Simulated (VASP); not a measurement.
# TlBr (Pm-3m) in VASP: notebook

Runs on TlBr. Level: PBE. Tasks: single point, relaxation of cell and atoms.

Program: VASP 6.6.1. These are calculated values, not measurements. Logs are shortened: lines on timing, memory, paths and dates and some standing lists are left out, and cuts for length are marked.

**1. The cell of the first run**

Symmetry: Pm-3m, No. 221, cubic system. Conventional cell: a = 4.053 Å, b = 4.053 Å, c = 4.053 Å, α = 90.00°, β = 90.00°, γ = 90.00°. Tl (site symmetry m-3m) has 8 Br at 3.51 Å and 6 Tl at 4.05 Å within 4.6 Å. Br (site symmetry m-3m) has 8 Tl at 3.51 Å and 6 Br at 4.05 Å within 4.6 Å.

**2. Single point, PBE**

INCAR

```
SYSTEM = TlBr
ALGO = Normal
EDIFF = 1E-6
ENCUT = 500
GGA = PE
GGA_COMPAT = .False.
ISIF = 2
ISMEAR = 0
LASPH = .True.
LCHARG = .False.
LREAL = .False.
LWAVE = .False.
NBANDS = 17
NELM = 120
PREC = Accurate
SIGMA = 0.02
```

KPOINTS

```
k-points
0
Gamma
  8 8 8
  0 0 0
```

POSCAR

```
TlBr
1.0
    4.0528301093      0.0000000000      0.0000000000
    0.0000000000      4.0528301093      0.0000000000
    0.0000000000      0.0000000000      4.0528301093
Tl Br
1 1
Direct
    0.0000000000      0.0000000000      0.0000000000
    0.5000000000      0.5000000000      0.5000000000
```

Potentials or basis: VASP PAW PBE potentials, release 64 (Tl_d, Br).

Launch:

```console
cat potpaw_PBE.64/Tl_d/POTCAR potpaw_PBE.64/Br/POTCAR > POTCAR
mpirun -np 1 vasp_std > vasp.out
```

OUTCAR:

```text
SYSTEM = TlBr
   EDIFF = 1E-6
   ENCUT = 500
   GGA = PE
   ISIF = 2
   ISMEAR = 0
   LASPH = .True.
   LREAL = .False.
   NELM = 120
   PREC = Accurate

 ion  position               nearest neighbor table
   1  0.000  0.000  0.000-
   2  0.500  0.500  0.500-

  LATTYP: Found a simple cubic cell.
 ALAT       =     4.0528301093

  Lattice vectors:

 A1 = (   4.0528301093,   0.0000000000,   0.0000000000)
 A2 = (   0.0000000000,   4.0528301093,   0.0000000000)
 A3 = (   0.0000000000,   0.0000000000,   4.0528301093)

Analysis of symmetry for initial positions (statically):
=====================================================================
 Subroutine PRICEL returns:
 Original cell was already a primitive cell.

 Routine SETGRP: Setting up the symmetry group for a
 simple cubic supercell.

 Subroutine GETGRP returns: Found 48 space group operations
 (whereof 48 operations were pure point group operations)
 out of a pool of 48 trial point group operations.

The static configuration has the point symmetry O_h .

Analysis of symmetry for dynamics (positions and initial velocities):
=====================================================================
 Subroutine PRICEL returns:
 Original cell was already a primitive cell.

 Routine SETGRP: Setting up the symmetry group for a
 simple cubic supercell.

 Subroutine GETGRP returns: Found 48 space group operations
 (whereof 48 operations were pure point group operations)
 out of a pool of 48 trial point group operations.

The dynamic configuration has the point symmetry O_h .

 Subroutine INISYM returns: Found 48 space group operations
 (whereof 48 operations are pure point group operations),
 and found     1 'primitive' translations

----------------------------------------------------------------------------------------

                                     Primitive cell

  volume of cell :      66.5695

  direct lattice vectors                    reciprocal lattice vectors
     4.052830109  0.000000000  0.000000000     0.246741159  0.000000000  0.000000000
     0.000000000  4.052830109  0.000000000     0.000000000  0.246741159  0.000000000
     0.000000000  0.000000000  4.052830109     0.000000000  0.000000000  0.246741159

  length of vectors
     4.052830109  4.052830109  4.052830109     0.246741159  0.246741159  0.246741159

[... 77 lines left out ...]
   LASPH  =      T    aspherical Exc in radial PAW
   ENCUT  =  500.0 eV  36.75 Ry    6.06 a.u.   7.39  7.39  7.39*2*pi/ulx,y,z
   NELM   =    120;   NELMIN=  2; NELMDL= -5     # of ELM steps
   EDIFF  = 0.1E-05   stopping-criterion for ELM
   LREAL  =      F    real-space projection
   EDIFFG = 0.1E-04   stopping-criterion for IOM
   NSW    =      0    number of steps for IOM
   IBRION =     -1    ionic relax: 0-MD 1-quasi-New 2-CG
   NFREE  =      0    steps in history (QN), initial steepest desc. (CG)
   ISIF   =      2    stress and relaxation
   ISYM   =      2    0-nonsym 1-usesym 2-fastsym
   POTIM  = 0.5000    time-step for ionic-motion
   TEBEG  =    0.0;   TEEND  =   0.0 temperature during run
   PSTRESS=    0.0 pullay stress
   NELECT =      20.0000    total number of electrons
   NUPDOWN=      -1.0000    fix difference up-down
   EMIN   =  10.00;   EMAX   =-10.00  energy-range for DOS
   EFERMI =   0.00;   METHOD = LEGACY
   ISMEAR =     0;   SIGMA  =   0.02  broadening in eV -4-tet -1-fermi 0-gaus
   EFERMI_NEDOS =   21; number of points for ismear=-14 and -15
   IALGO  =     38    algorithm
   IMIX   =      4    mixing-type and parameters
     AMIX     =   0.40;   BMIX     =  1.00
     AMIX_MAG =   1.60;   BMIX_MAG =  1.00
  volume/ion in A,a.u.               =      33.28       224.62
  Fermi-wavevector in a.u.,A,eV,Ry     =   1.096461  2.072010 16.357281  1.202226
  Thomas-Fermi vector in A             =   2.232803
   LORBIT       =      0    0 simple, 1 ext, 2 COOP (PROOUT), +10 PAW based schemes
   GGA     = PE    functional components
   LHFCALC =     F    Hartree Fock is set to
   AEXX    =    0.0000 exact exchange contribution
   IVDW    =     0    specifies the selected vdW correction
   LEPSILON=     F    determine dielectric tensor
   LRPA    =     F    only Hartree local field effects (RPA)
 non-spin polarized calculation
 Gauss-broadening in eV      SIGMA  =   0.02
  energy-cutoff  :      500.00
  volume of cell :       66.57
 maximum number of plane-waves:      1743
 NGX is ok and might be reduce to    30
   NGX = 15   NGY = 15   NGZ = 15

 number of electron      19.9999998 magnetization

 Free energy of the ion-electron system (eV)
  ---------------------------------------------------
  ext. energy  EPLUGINS =         0.00000000
  ---------------------------------------------------
  free energy    TOTEN  =        -5.54563915 eV

  energy without entropy =       -5.54563915  energy(sigma->0) =       -5.54563915

 E-fermi :   1.8962     XC(G=0):  -8.7134

 val. band max:        1.8134999650   @ k =   0.5000   0.0000   0.0000
 cond. band min:       3.8130828673   @ k =   0.5000   0.0000   0.0000
 fundamental gap:      1.9995829023
 Fermi energy:         1.8962384810

 k-point     1 :       0.0000    0.0000    0.0000
  band No.  band energies     occupation
      1     -11.6087      2.00000
      2      -8.1905      2.00000
      3      -8.1905      2.00000
      4      -8.0400      2.00000
      5      -8.0400      2.00000
      6      -8.0400      2.00000
[... 457 lines left out ...]
      4      -8.0800      2.00000
      5      -8.0582      2.00000
      6      -8.0133      2.00000
[... 9 lines left out ...]
     16      12.6686      0.00000
     17      14.1652      0.00000

 [... further k-points ...]

------------------------ aborting loop because EDIFF is reached ----------------------------------------

  FORCE on cell =-STRESS in cart. coord.  units (eV):
  Direction    XX          YY          ZZ          XY          YZ          ZX
  --------------------------------------------------------------------------------------
  -------------------------------------------------------------------------------------
  Total       -0.0144914     -0.0144914     -0.0144914     -0.0000000      0.0000000     -0.0000000
  in kB       -0.3487742     -0.3487742     -0.3487742     -0.0000000      0.0000000     -0.0000000
  external PRESSURE =      -0.3487742 kB  Pullay stress =       0.0000000 kB

 VOLUME and BASIS-vectors are now :
 -----------------------------------------------------------------------------
  energy-cutoff  :      500.00
  volume of cell :       66.57
      direct lattice vectors                 reciprocal lattice vectors
     4.052830109  0.000000000  0.000000000     0.246741159  0.000000000  0.000000000
     0.000000000  4.052830109  0.000000000     0.000000000  0.246741159  0.000000000
     0.000000000  0.000000000  4.052830109     0.000000000  0.000000000  0.246741159

 POSITION                                       TOTAL-FORCE (eV/Angst)
 -----------------------------------------------------------------------------------
      0.00000      0.00000      0.00000         0.000000      0.000000      0.000000
      2.02642      2.02642      2.02642         0.000000      0.000000      0.000000
 -----------------------------------------------------------------------------------
    total drift:                                0.000000     -0.000000     -0.000000

  FREE ENERGIE OF THE ION-ELECTRON SYSTEM (eV)
  ---------------------------------------------------
  free  energy   TOTEN  =        -5.5456391524 eV

  energy  without entropy=       -5.5456391524  energy(sigma->0) =       -5.54563915
```

OSZICAR:

```text
N       E                     dE             d eps       ncg     rms          rms(c)
DAV:   1     0.964425355677E+02    0.96443E+02   -0.94741E+03  1206   0.984E+02
DAV:   2    -0.195893827540E+01   -0.98401E+02   -0.95226E+02  1488   0.217E+02
DAV:   3    -0.582584918185E+01   -0.38669E+01   -0.38573E+01  1306   0.373E+01
DAV:   4    -0.584972882996E+01   -0.23880E-01   -0.23878E-01  1553   0.354E+00
DAV:   5    -0.584996005182E+01   -0.23122E-03   -0.23122E-03  1396   0.337E-01    0.254E+00
DAV:   6    -0.557489724990E+01    0.27506E+00   -0.41816E-01  1245   0.308E+00    0.146E+00
DAV:   7    -0.554517598723E+01    0.29721E-01   -0.13647E-01  1318   0.154E+00    0.824E-01
DAV:   8    -0.554585847419E+01   -0.68249E-03   -0.19477E-02  1349   0.852E-01    0.175E-01
DAV:   9    -0.554547821672E+01    0.38026E-03   -0.16999E-03  1347   0.203E-01    0.855E-02
DAV:  10    -0.554564263666E+01   -0.16442E-03   -0.39031E-04  1270   0.945E-02    0.311E-02
DAV:  11    -0.554563839134E+01    0.42453E-05   -0.33481E-05  1462   0.356E-02    0.643E-03
DAV:  12    -0.554563915239E+01   -0.76105E-06   -0.23514E-06  1272   0.807E-03
   1 F= -.55456392E+01 E0= -.55456392E+01  d E =-.244187E-11
```

Run time: 13 s. Hardware: 1 thread of Intel Xeon 6975P-C (Granite Rapids), shared host; peak memory 0.18 GiB.

What came out:

```
Free energy            : -5.5456 eV
Pressure               : 0.0 GPa
Band gap on the k mesh : 2.00 eV, direct
```

Caveat: spin-orbit coupling is left out, which moves the levels of the heavy elements.

**3. Relaxation of cell and atoms, PBE**

This run uses another cell than the first one, of 31.29 Å³/atom, 0.940 times its volume.

INCAR

```
SYSTEM = TlBr
PREC = Accurate
ENCUT = 500
EDIFF = 1E-7
ISMEAR = 0
SIGMA = 0.02
LREAL = .FALSE.
LASPH = .TRUE.
NELM = 120
ALGO = Normal
ISIF = 3
LWAVE = .FALSE.
LCHARG = .FALSE.
GGA = PE
IBRION = 2
NSW = 100
EDIFFG = -0.005
GGA_COMPAT = .FALSE.
NELMIN = 4
```

KPOINTS

```
Automatic mesh
0
G
  8 8 8
  0 0 0
```

POSCAR

```
TlBr
1.0
    3.9700005710      0.0000000000      0.0000000000
    0.0000000000      3.9700005710      0.0000000000
    0.0000000000      0.0000000000      3.9700005710
Tl Br
1 1
Direct
    0.0000000000      0.0000000000      0.0000000000
    0.5000000000      0.5000000000      0.5000000000
```

Potentials or basis: VASP PAW PBE potentials, release 64 (Tl_d, Br).

Launch:

```console
cat potpaw_PBE.64/Tl_d/POTCAR potpaw_PBE.64/Br/POTCAR > POTCAR
mpirun -np 1 vasp_std > vasp.out
```

Run time: 31 s. Hardware: 1 thread of Intel Xeon 6975P-C (Granite Rapids), shared host; peak memory 0.18 GiB.

Results (log left out):

* Free energy: -5.5448 eV
* Relaxed volume: 33.22 Å³/atom
* Relaxed cell: a = 4.050 Å, b = 4.050 Å, c = 4.050 Å, α = 90.00°, β = 90.00°, γ = 90.00°
* Space group after relaxing (to 0.05 Å): Pm-3m (No. 221)
* Energy gained by relaxing: 8.0 meV/atom
* Ionic steps: 4
* Pressure after relaxing: 0.0 GPa
* Band gap on the k mesh: 2.00 eV, direct

Step by step:
```tsv
step	energy change (eV)	largest force (eV/Å)	pressure (GPa)	volume (Å³)
1	0.0000	0.0000	1.40	62.57
2	-0.0141	0.0000	0.45	65.07
3	-0.0160	0.0000	-0.04	66.58
4	-0.0160	0.0000	0.02	66.44
```

Final structure:
```
Tl Br
1.0
     4.05018    0.00000    0.00000
     0.00000    4.05018    0.00000
     0.00000    0.00000    4.05018
Tl Br
1 1
Direct
  0.00000 0.00000 0.00000
  0.50000 0.50000 0.50000
```

Levels at points of the mesh, in eV from the valence-band top:
```
           k point  band 7  band 8  band 9  band 10  band 11  band 12  band 13  band 14
(0.00, 0.00, 0.00)   -4.52   -1.08   -1.08    -1.08     7.05     7.05     7.16     7.16
(0.50, 0.00, 0.00)   -5.23   -0.63   -0.63     0.00     2.00     5.78     5.78     8.19
(0.50, 0.50, 0.00)   -3.65   -2.57   -2.57    -0.55     4.82     4.82     7.23     7.73
(0.50, 0.50, 0.50)   -2.77   -1.66   -1.66    -1.66     2.35     2.35     2.35    12.53
```

Caveat: spin-orbit coupling is left out, which moves the levels of the heavy elements.
